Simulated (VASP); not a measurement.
# CdI2 (P-3m1) in VASP: relaxation of shape and atoms at fixed volume with r2SCAN

Aim: the relaxation of shape and atoms at fixed volume of CdI2 with r2SCAN.

All numbers are computed with VASP 6.6.1; they aren't measurements. Logs are shortened: lines on timing, memory, paths and dates and some standing lists are left out, and cuts for length are marked.

## 1. The cell of the first run

Symmetry: P-3m1, No. 164, trigonal system. Conventional cell: a = 4.348 Å, b = 4.348 Å, c = 7.410 Å, α = 90.00°, β = 90.00°, γ = 120.00°. Cd (site symmetry -3m) has 6 I at 3.05 Å within 4.0 Å. I (site symmetry 3m) has 3 Cd at 3.05 Å within 4.0 Å.

## 2. Relaxation of shape and atoms at fixed volume, r2SCAN (40.43 Å³/atom)

Contents of POSCAR:

```
CdI2
1.0
    4.3476635442      0.0000000000      0.0000000000
   -2.1738317721      3.7651870764      0.0000000000
    0.0000000000      0.0000000000      7.4098518855
Cd I
1 2
Direct
    0.0000000000      0.0000000000      0.0000000000
    0.3333333333      0.6666666667      0.2332228082
    0.6666666667      0.3333333333      0.7667771918
```

Contents of INCAR.step1:

```
PREC = Accurate
ENCUT = 550
ISMEAR = 0
SIGMA = 0.02
LREAL = F
LASPH = T
NELM = 120
GGA = PE
ALGO = Normal
EDIFF = 1E-5
LWAVE = T
LCHARG = F
GGA_COMPAT = F
IBRION = 2
ISIF = 3
EDIFFG = -0.005
NELMIN = 4
NSW = 100
```

Contents of INCAR.step2:

```
PREC = Accurate
ENCUT = 550
EDIFF = 1E-7
ISMEAR = 0
SIGMA = 0.02
LREAL = F
LASPH = T
NELM = 120
ALGO = Normal
ISIF = 4
LWAVE = F
LCHARG = F
METAGGA = R2SCAN
LMIXTAU = T
IBRION = 2
NSW = 50
EDIFFG = -0.01
ISTART = 1
GGA_COMPAT = F
NELMIN = 4
```

Contents of KPOINTS:

```
Automatic mesh
0
Gamma
  6 6 4
```

Potentials or basis: VASP PAW PBE potentials, release 64 (Cd, I).

Command:

```console
> cat potpaw_PBE.64/Cd/POTCAR potpaw_PBE.64/I/POTCAR > POTCAR
> cp INCAR.step1 INCAR
> mpirun -np 1 vasp_std > vasp.out
> cp INCAR.step2 INCAR
> mpirun -np 1 vasp_std > vasp.out
```

OUTCAR:

```text
PREC = Accurate
   ENCUT = 550
   EDIFF = 1E-7
   ISMEAR = 0
   LREAL = F
   LASPH = T
   NELM = 120
   ISIF = 4
   METAGGA = R2SCAN
   IBRION = 2
   NSW = 50
   EDIFFG = -0.01
   ISTART = 1
   NELMIN = 4

 ion  position               nearest neighbor table
   1  0.000  0.000  0.000-   2 3.05   3 3.05   3 3.05   2 3.05   3 3.05   2 3.05
   2  0.333  0.667  0.233-   1 3.05   1 3.05   1 3.05
   3  0.667  0.333  0.767-   1 3.05   1 3.05   1 3.05

  LATTYP: Found a hexagonal cell.
 ALAT       =     4.3476635442
 C/A-ratio  =     1.7043296497

  Lattice vectors:

 A1 = (   4.3476635442,   0.0000000000,   0.0000000000)
 A2 = (  -2.1738317721,   3.7651870764,   0.0000000000)
 A3 = (   0.0000000000,   0.0000000000,   7.4098518855)

Analysis of symmetry for initial positions (statically):
=====================================================================
 Subroutine PRICEL returns:
 Original cell was already a primitive cell.

 Routine SETGRP: Setting up the symmetry group for a
 hexagonal supercell.

 Subroutine GETGRP returns: Found 12 space group operations
 (whereof 12 operations were pure point group operations)
 out of a pool of 24 trial point group operations.

The static configuration has the point symmetry D_3d.

Analysis of symmetry for dynamics (positions and initial velocities):
=====================================================================
 Subroutine PRICEL returns:
 Original cell was already a primitive cell.

 Routine SETGRP: Setting up the symmetry group for a
 hexagonal supercell.

 Subroutine GETGRP returns: Found 12 space group operations
 (whereof 12 operations were pure point group operations)
 out of a pool of 24 trial point group operations.

The dynamic configuration has the point symmetry D_3d.

 Subroutine INISYM returns: Found 12 space group operations
 (whereof 12 operations are pure point group operations),
 and found     1 'primitive' translations

----------------------------------------------------------------------------------------

                                     Primitive cell

  volume of cell :     121.2975
[... 73 lines left out ...]
   number of dos      NEDOS =    301   number of ions     NIONS =      3
   total plane-waves  NPLWV =  77760
   dimension x,y,z NGX =    36 NGY =   36 NGZ =   60
   dimension x,y,z NGXF=    72 NGYF=   72 NGZF=  120
   ions per type =               1   2
   NGX,Y,Z   is equivalent  to a cutoff of  13.77, 13.77, 13.46 a.u.
   NGXF,Y,Z  is equivalent  to a cutoff of  27.53, 27.53, 26.92 a.u.
 SYSTEM =  unknown system
   PREC   = accura    normal or accurate (medium, high low for compatibility)
   ISTART =      1    job   : 0-new  1-cont  2-samecut
   ICHARG =      0    charge: 1-file 2-atom 10-const
   ISPIN  =      1    spin polarized calculation?
   LNONCOLLINEAR =      F non collinear calculations
   LSORBIT =      F    spin-orbit coupling
   LASPH  =      T    aspherical Exc in radial PAW
   ENCUT  =  550.0 eV  40.42 Ry    6.36 a.u.   8.31  8.31 14.17*2*pi/ulx,y,z
   NELM   =    120;   NELMIN=  4; NELMDL=  0     # of ELM steps
   EDIFF  = 0.1E-06   stopping-criterion for ELM
   LREAL  =      F    real-space projection
   EDIFFG = -.1E-01   stopping-criterion for IOM
   NSW    =     50    number of steps for IOM
   IBRION =      2    ionic relax: 0-MD 1-quasi-New 2-CG
   NFREE  =      1    steps in history (QN), initial steepest desc. (CG)
   ISIF   =      4    stress and relaxation
   ISYM   =      2    0-nonsym 1-usesym 2-fastsym
   POTIM  = 0.5000    time-step for ionic-motion
   TEBEG  =    0.0;   TEEND  =   0.0 temperature during run
   PSTRESS=    0.0 pullay stress
   NELECT =      26.0000    total number of electrons
   NUPDOWN=      -1.0000    fix difference up-down
   EMIN   =  10.00;   EMAX   =-10.00  energy-range for DOS
   EFERMI =   0.00;   METHOD = LEGACY
   ISMEAR =     0;   SIGMA  =   0.02  broadening in eV -4-tet -1-fermi 0-gaus
   EFERMI_NEDOS =   21; number of points for ismear=-14 and -15
   IALGO  =     38    algorithm
   IMIX   =      4    mixing-type and parameters
     AMIX     =   0.40;   BMIX     =  1.00
     AMIX_MAG =   1.60;   BMIX_MAG =  1.00
  volume/ion in A,a.u.               =      40.43       272.85
  Fermi-wavevector in a.u.,A,eV,Ry     =   0.979750  1.851459 13.060369  0.959910
  Thomas-Fermi vector in A             =   2.110627
   LORBIT       =      0    0 simple, 1 ext, 2 COOP (PROOUT), +10 PAW based schemes
   METAGGA = R2SCAN    functional components
   LHFCALC =     F    Hartree Fock is set to
   AEXX    =    0.0000 exact exchange contribution
   IVDW    =     0    specifies the selected vdW correction
   LEPSILON=     F    determine dielectric tensor
   LRPA    =     F    only Hartree local field effects (RPA)
 conjugate gradient relaxation of ions
 non-spin polarized calculation
 Gauss-broadening in eV      SIGMA  =   0.02
  energy-cutoff  :      550.00
  volume of cell :      121.30
 maximum number of plane-waves:      3587
 NGX is ok and might be reduce to    36
   NGX = 17   NGY = 17   NGZ = 29

--------------------------------------- Ionic step        1  -------------------------------------------

 number of electron      26.0000003 magnetization

 Free energy of the ion-electron system (eV)
  ---------------------------------------------------
  ext. energy  EPLUGINS =         0.00000000
  ---------------------------------------------------
  free energy    TOTEN  =       -71.35943338 eV

  energy without entropy =      -71.35943338  energy(sigma->0) =      -71.35943338

------------------------ aborting loop because EDIFF is reached ----------------------------------------

  FORCE on cell =-STRESS in cart. coord.  units (eV):
  Direction    XX          YY          ZZ          XY          YZ          ZX
  --------------------------------------------------------------------------------------
  -------------------------------------------------------------------------------------
  Total       -0.7775577     -0.7775577     -0.6715901      0.0000000      0.0000000      0.0000000
  in kB      -10.2704906    -10.2704906     -8.8708010      0.0000000      0.0000000      0.0000000
  external PRESSURE =      -9.8039274 kB  Pullay stress =       0.0000000 kB
[... 209 lines left out ...]
--------------------------------------- Ionic step        7  -------------------------------------------

 number of electron      25.9999996 magnetization

 Free energy of the ion-electron system (eV)
  ---------------------------------------------------
  ext. energy  EPLUGINS =         0.00000000
  ---------------------------------------------------
  free energy    TOTEN  =       -71.36662892 eV

  energy without entropy =      -71.36662892  energy(sigma->0) =      -71.36662892

 E-fermi :   0.7089     XC(G=0):  -8.3067

 val. band max:        0.6031772345   @ k =   0.1667   0.0000   0.2500
 cond. band min:       3.4648804538   @ k =   0.5000  -0.0000   0.5000
 fundamental gap:      2.8617032193
 Fermi energy:         0.7089336785

 k-point     1 :       0.0000    0.0000    0.0000
  band No.  band energies     occupation
      1     -11.5631      2.00000
      2     -10.9985      2.00000
      3      -7.1272      2.00000
      4      -7.1272      2.00000
      5      -7.0022      2.00000
      6      -6.9384      2.00000
[... 499 lines left out ...]
  FREE ENERGIE OF THE ION-ELECTRON SYSTEM (eV)
  ---------------------------------------------------
  free  energy   TOTEN  =       -71.3666289207 eV

  energy  without entropy=      -71.3666289207  energy(sigma->0) =      -71.36662892

 reached required accuracy - stopping structural energy minimisation
```

OUTCAR.step1:

```text
PREC = Accurate
   ENCUT = 550
   ISMEAR = 0
   LREAL = F
   LASPH = T
   NELM = 120
   GGA = PE
   EDIFF = 1E-5
   IBRION = 2
   ISIF = 3
[... 396 lines left out ...]
 cond. band min:       3.0324648728   @ k =   0.5000  -0.0000   0.5000
 fundamental gap:      2.4244866317
 Fermi energy:         0.7304121288

 k-point     1 :       0.0000    0.0000    0.0000
  band No.  band energies     occupation
      1     -11.1293      2.00000
      2     -10.6324      2.00000
      3      -6.8184      2.00000
      4      -6.8184      2.00000
      5      -6.7082      2.00000
      6      -6.6463      2.00000
[... 499 lines left out ...]
  FREE ENERGIE OF THE ION-ELECTRON SYSTEM (eV)
  ---------------------------------------------------
  free  energy   TOTEN  =        -5.5486402187 eV

  energy  without entropy=       -5.5486402187  energy(sigma->0) =       -5.54864022

 reached required accuracy - stopping structural energy minimisation
```

It took 13 min on 1 thread of Intel Xeon Platinum 8488C (Sapphire Rapids), shared host; peak memory 0.32 GiB.

What came out:

```
Free energy               : -71.3666 eV
Energy gained by relaxing : 2.4 meV/atom
Ionic steps               : 7
Pressure after relaxing   : -0.3 GPa
Band gap on the k mesh    : 2.86 eV (least direct gap 3.10 eV)
```

The path:
| step | energy change (eV) | largest force (eV/Å) | pressure (GPa) | volume (Å³) |
| --- | --- | --- | --- | --- |
| 1 | 0.0000 | 0.1436 | -0.98 | 121.30 |
| 2 | -0.0019 | 0.1150 | -0.88 | 121.30 |
| 3 | -0.0055 | 0.0271 | -0.57 | 121.30 |
| 4 | -0.0019 | 0.1593 | 0.11 | 121.30 |
| 5 | -0.0060 | 0.0196 | -0.40 | 121.30 |
| 6 | -0.0069 | 0.0102 | -0.35 | 121.30 |
| 7 | -0.0072 | 0.0014 | -0.30 | 121.30 |

Final structure:
```cif
data_structure
_symmetry_space_group_name_H-M 'P 1'
_symmetry_Int_Tables_number 1
_cell_length_a 4.3116
_cell_length_b 4.3116
_cell_length_c 7.5344
_cell_angle_alpha 90.000
_cell_angle_beta 90.000
_cell_angle_gamma 120.000
_cell_volume 121.30
loop_
_atom_site_label
_atom_site_type_symbol
_atom_site_fract_x
_atom_site_fract_y
_atom_site_fract_z
_atom_site_occupancy
Cd1 Cd 0.00000 0.00000 0.00000 1
I1 I 0.33333 0.66667 0.22749 1
I2 I 0.66667 0.33333 0.77251 1
```

Caveat: the PAW data sets were made with another functional, which shifts forces and pressure a little; spin-orbit coupling is left out, which moves the levels of the heavy elements. A k mesh can miss the band edges.
